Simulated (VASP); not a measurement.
# Al (Fm-3m) in VASP: settings compared

Aim: see how the results for Al move with the level of theory and the settings. Levels: PBEsol+D4, M06-L, PBE, b88 exchange, pbe correlation. Tasks: single point.

Program: VASP 6.6.1. These are calculated values, not measurements. Logs are shortened: lines on timing, memory, paths and dates and some standing lists are left out, and cuts for length are marked.

**1. The cell of the first run**

It takes space group Fm-3m (No. 225, cubic). Conventional cell: a = 4.103 Å, b = 4.103 Å, c = 4.103 Å, α = 90.00°, β = 90.00°, γ = 90.00°. Within 3.8 Å of Al (site symmetry m-3m) lie 12 Al at 2.90 Å.

**2. Single point, PBEsol+D4, non-collinear spin, typed start, spin-orbit coupling (17.27 Å³/atom)**

INCAR

```
ALGO     = Normal         # electronic algorithm
EDIFF    = 1E-7           # SCF threshold, eV
ENCUT    = 520            # plane-wave cutoff, eV
GGA      = PS             # functional
GGA_COMPAT= F            
ISIF     = 2              # what is computed and relaxed
ISMEAR   = -1             # smearing method
IVDW     = 13             # dispersion correction
LASPH    = T              # aspherical terms in the spheres
LCHARG   = T              # write CHGCAR
LORBIT   = 11             # projections on sites
LORBMOM  = T            
LREAL    = F              # projectors in reciprocal space
LSORBIT  = T              # spin-orbit coupling
LVHAR    = T            
LWAVE    = F              # write WAVECAR
MAGMOM   = -0.255 -0.135 0.456 # initial moments
NBANDS   = 14             # bands
NELM     = 150            # most SCF steps
PREC     = Accurate       # precision mode
SIGMA    = 0.1            # smearing width, eV
```

KPOINTS

```
k-points
0
Gamma
  8 8 8
```

POSCAR

```
Al
1.0
    0.0000000000      2.0514502267      2.0514502267
    2.0514502267      0.0000000000      2.0514502267
    2.0514502267      2.0514502267      0.0000000000
Al
1
Direct
    0.0000000000      0.0000000000      0.0000000000
```

Potentials or basis: VASP PAW PBE potentials, release 64 (Al).

Command:

```bash
> cat potpaw_PBE.64/Al/POTCAR > POTCAR
> mpirun -np 1 vasp_ncl > vasp.out
```

OUTCAR:

```text
EDIFF = 1E-7
   ENCUT = 520
   GGA = PS
   ISIF = 2
   ISMEAR = -1
   IVDW = 13
   LASPH = T
   LORBIT = 11
   LREAL = F
   LSORBIT = T
   NELM = 150
   PREC = Accurate

 ion  position               nearest neighbor table
   1  0.000  0.000  0.000-

  LATTYP: Found a face centered cubic cell.
 ALAT       =     4.1029004534

  Lattice vectors:

 A1 = (   0.0000000000,   2.0514502267,   2.0514502267)
 A2 = (   2.0514502267,   0.0000000000,   2.0514502267)
 A3 = (   2.0514502267,   2.0514502267,   0.0000000000)

Analysis of symmetry for initial positions (statically):
=====================================================================
 Subroutine PRICEL returns:
 Original cell was already a primitive cell.

 Routine SETGRP: Setting up the symmetry group for a
 face centered cubic supercell.

 Subroutine GETGRP returns: Found 48 space group operations
 (whereof 48 operations were pure point group operations)
 out of a pool of 48 trial point group operations.

The static configuration has the point symmetry O_h .

Analysis of symmetry for dynamics (positions and initial velocities):
=====================================================================
 Subroutine PRICEL returns:
 Original cell was already a primitive cell.

 Routine SETGRP: Setting up the symmetry group for a
 face centered cubic supercell.

 Subroutine GETGRP returns: Found 48 space group operations
 (whereof 48 operations were pure point group operations)
 out of a pool of 48 trial point group operations.

The dynamic configuration has the point symmetry O_h .

Analysis of structural, dynamic, and magnetic symmetry:
=====================================================================
 Subroutine PRICEL returns:
 Original cell was already a primitive cell.

 Routine SETGRP: Setting up the symmetry group for a
 face centered cubic supercell.

 Subroutine GETGRP returns: Found  2 space group operations
 (whereof  2 operations were pure point group operations)
 out of a pool of 48 trial point group operations.

The overall configuration has the point symmetry S_2 .

 Subroutine INISYM returns: Found  2 space group operations
 (whereof  2 operations are pure point group operations),
 and found     1 'primitive' translations

----------------------------------------------------------------------------------------

                                     Primitive cell

  volume of cell :      17.2668

  direct lattice vectors                    reciprocal lattice vectors
     0.000000000  2.051450227  2.051450227    -0.243730018  0.243730018  0.243730018
     2.051450227  0.000000000  2.051450227     0.243730018 -0.243730018  0.243730018
     2.051450227  2.051450227  0.000000000     0.243730018  0.243730018 -0.243730018

  length of vectors
     2.901188733  2.901188733  2.901188733     0.422152774  0.422152774  0.422152774

  position of ions in fractional coordinates (direct lattice)
     0.000000000  0.000000000  0.000000000

  ion indices of the primitive-cell ions
   primitive index   ion index
                 1           1

----------------------------------------------------------------------------------------

 KPOINTS: k-points

Automatic generation of k-mesh.
 Grid dimensions read from file:
 generate k-points for:    8    8    8

 Generating k-lattice:

  Cartesian coordinates                     Fractional coordinates (reciprocal lattice)
    -0.030466252  0.030466252  0.030466252     0.125000000  0.000000000  0.000000000
     0.030466252 -0.030466252  0.030466252     0.000000000  0.125000000  0.000000000
     0.030466252  0.030466252 -0.030466252     0.000000000  0.000000000  0.125000000

  Length of vectors
     0.052769097  0.052769097  0.052769097

  Shift w.r.t. Gamma in fractional coordinates (k-lattice)
     0.000000000  0.000000000  0.000000000

 Subroutine IBZKPT returns following result:
 ===========================================

 Found    260 irreducible k-points:

[... 51 lines left out ...]
   ISIF   =      2    stress and relaxation
   ISYM   =      2    0-nonsym 1-usesym 2-fastsym
   POTIM  = 0.5000    time-step for ionic-motion
   TEBEG  =    0.0;   TEEND  =   0.0 temperature during run
   PSTRESS=    0.0 pullay stress
   NELECT =       3.0000    total number of electrons
   NUPDOWN=      -1.0000    fix difference up-down
   EMIN   =  10.00;   EMAX   =-10.00  energy-range for DOS
   EFERMI =   0.00;   METHOD = LEGACY
   ISMEAR =    -1;   SIGMA  =   0.10  broadening in eV -4-tet -1-fermi 0-gaus
   EFERMI_NEDOS =   21; number of points for ismear=-14 and -15
   IALGO  =     38    algorithm
   IMIX   =      4    mixing-type and parameters
     AMIX     =   0.40;   BMIX     =  1.00
     AMIX_MAG =   1.60;   BMIX_MAG =  1.00
  volume/ion in A,a.u.               =      17.27       116.52
  Fermi-wavevector in a.u.,A,eV,Ry     =   0.913505  1.726274 11.353945  0.834491
  Thomas-Fermi vector in A             =   2.038024
   LORBIT       =     11    0 simple, 1 ext, 2 COOP (PROOUT), +10 PAW based schemes
   GGA     = PS    functional components
   LHFCALC =     F    Hartree Fock is set to
   AEXX    =    0.0000 exact exchange contribution
   IVDW    =    13    specifies the selected vdW correction
   LEPSILON=     F    determine dielectric tensor
   LRPA    =     F    only Hartree local field effects (RPA)
  energy-cutoff  :      520.00
  volume of cell :       17.27
 maximum number of plane-waves:       966
 NGX is ok and might be reduce to    24
   NGX = 11   NGY = 11   NGZ = 11

 number of electron       3.0000000 magnetization       0.0007736      0.0004102     -0.0013890

 number of electron       3.0000000 magnetization      -0.0000256     -0.0000135      0.0000456

 Free energy of the ion-electron system (eV)
  ---------------------------------------------------
  ext. energy  EPLUGINS =         0.00000000
  ---------------------------------------------------
  free energy    TOTEN  =        -4.07732024 eV

  energy without entropy =       -4.06439713  energy(sigma->0) =       -4.07085869

 E-fermi :   7.4593     XC(G=0): -10.0919

 val. band max:        7.2061506217   @ k =   0.3750   0.1250  -0.2500
 cond. band min:       7.6208193082   @ k =   0.5000   0.2500   0.3750
 fundamental gap:      0.4146686864
 Fermi energy:         7.4592579894

 k-point     1 :       0.0000    0.0000    0.0000
  band No.  band energies     occupation
      1      -3.3341      1.00000
      2      -3.3340      1.00000
      3      19.8348      0.00000
      4      19.8348      0.00000
      5      19.8348      0.00000
      6      19.8348      0.00000
      7      19.8348      0.00000
      8      19.8348      0.00000
      9      20.9463      0.00000
     10      20.9464      0.00000
     11      21.0103      0.00000
     12      21.0103      0.00000
     13      21.0103      0.00000
     14      21.0104      0.00000
[... 377 lines left out ...]
      1      -1.8305      1.00000
      2      -1.8305      1.00000
      3      12.6455      0.00000
      4      12.6456      0.00000
      5      16.0417      0.00000
      6      16.0417      0.00000
      7      17.5706      0.00000
      8      17.5706      0.00000
      9      18.7185      0.00000
     10      18.7185      0.00000
     11      21.1530      0.00000
     12      21.1530      0.00000
     13      24.9781      0.00000
     14      25.0714      0.00000

 [... further k-points ...]

------------------------ aborting loop because EDIFF is reached ----------------------------------------

  DFT-D4 for vdW energy calculation

  Edisp (eV):   -0.19156

  FORCE on cell =-STRESS in cart. coord.  units (eV):
  Direction    XX          YY          ZZ          XY          YZ          ZX
  --------------------------------------------------------------------------------------
  -------------------------------------------------------------------------------------
  Total      -0.68187    -0.68187    -0.68187    -0.00000    -0.00000     0.00000
  in kB     -63.26980   -63.26980   -63.26980    -0.00000    -0.00001     0.00001
  external pressure =      -63.27 kB  Pullay stress =        0.00 kB

 VOLUME and BASIS-vectors are now :
 -----------------------------------------------------------------------------
  energy-cutoff  :      520.00
  volume of cell :       17.27
      direct lattice vectors                 reciprocal lattice vectors
     0.000000000  2.051450227  2.051450227    -0.243730018  0.243730018  0.243730018
     2.051450227  0.000000000  2.051450227     0.243730018 -0.243730018  0.243730018
     2.051450227  2.051450227  0.000000000     0.243730018  0.243730018 -0.243730018

 POSITION                                       TOTAL-FORCE (eV/Angst)
 -----------------------------------------------------------------------------------
      0.00000      0.00000      0.00000         0.000000      0.000000      0.000000
 -----------------------------------------------------------------------------------
    total drift:                               -0.000000      0.000000     -0.000000

  FREE ENERGIE OF THE ION-ELECTRON SYSTEM (eV)
  ---------------------------------------------------
  free  energy   TOTEN  =        -4.2688849090 eV

  energy  without entropy=       -4.2559617921  energy(sigma->0) =       -4.26242335

 orbital moment (x)

 # of ion     p       tot
 --------------------------------
  1         0.000   0.000
 --------------------------------
            0.000   0.000

 orbital moment (y)

 # of ion     p       tot
 --------------------------------
  1         0.000   0.000
 --------------------------------
            0.000   0.000

 orbital moment (z)

 # of ion     p       tot
 --------------------------------
  1        -0.000  -0.000
 --------------------------------
           -0.000  -0.000

 Spin-Orbit-Coupling matrix elements

 Ion:    1  E_soc:     -0.0001069
 l=   1
     0.0000000    -0.0000178    -0.0000178
    -0.0000178     0.0000000    -0.0000178
    -0.0000178    -0.0000178     0.0000000
 l=   2
     0.0000000     0.0000000     0.0000000     0.0000000     0.0000000
     0.0000000     0.0000000     0.0000000     0.0000000     0.0000000
     0.0000000     0.0000000     0.0000000     0.0000000     0.0000000
     0.0000000     0.0000000     0.0000000     0.0000000     0.0000000
     0.0000000     0.0000000     0.0000000     0.0000000     0.0000000
 l=   3
     0.0000000     0.0000000     0.0000000     0.0000000     0.0000000     0.0000000     0.0000000
     0.0000000     0.0000000     0.0000000     0.0000000     0.0000000     0.0000000     0.0000000
     0.0000000     0.0000000     0.0000000     0.0000000     0.0000000     0.0000000     0.0000000
     0.0000000     0.0000000     0.0000000     0.0000000     0.0000000     0.0000000     0.0000000
     0.0000000     0.0000000     0.0000000     0.0000000     0.0000000     0.0000000     0.0000000
     0.0000000     0.0000000     0.0000000     0.0000000     0.0000000     0.0000000     0.0000000
     0.0000000     0.0000000     0.0000000     0.0000000     0.0000000     0.0000000     0.0000000

 total charge

# of ion       s       p       d       tot
------------------------------------------
    1        0.430   0.325   0.000   0.754

 magnetization (x)

# of ion       s       p       d       tot
------------------------------------------
    1       -0.000  -0.000   0.000  -0.000

 magnetization (y)

# of ion       s       p       d       tot
------------------------------------------
    1       -0.000  -0.000   0.000  -0.000

 magnetization (z)

# of ion       s       p       d       tot
------------------------------------------
    1        0.000   0.000   0.000   0.000
```

It took 2.8 min on 1 thread of Intel Xeon 8259CL, shared host; peak memory 0.25 GiB.

What came out:

```yaml
Free_energy: -4.2689 eV
Pressure: -6.3 GPa
Net_moment: 0.00 μB per cell
Valence_electrons_inside_the_program's_atomic_spheres: Al 0.75
Dispersion_energy_per_atom: -0.192 eV
```

Moments on the atoms (μB; x, y, z):
```
Al  0.00 0.00 0.00
```

Caveat: the cell stands under tension; the PAW data sets were made with another functional, which shifts forces and pressure a little.

[end of part 1 of 2]
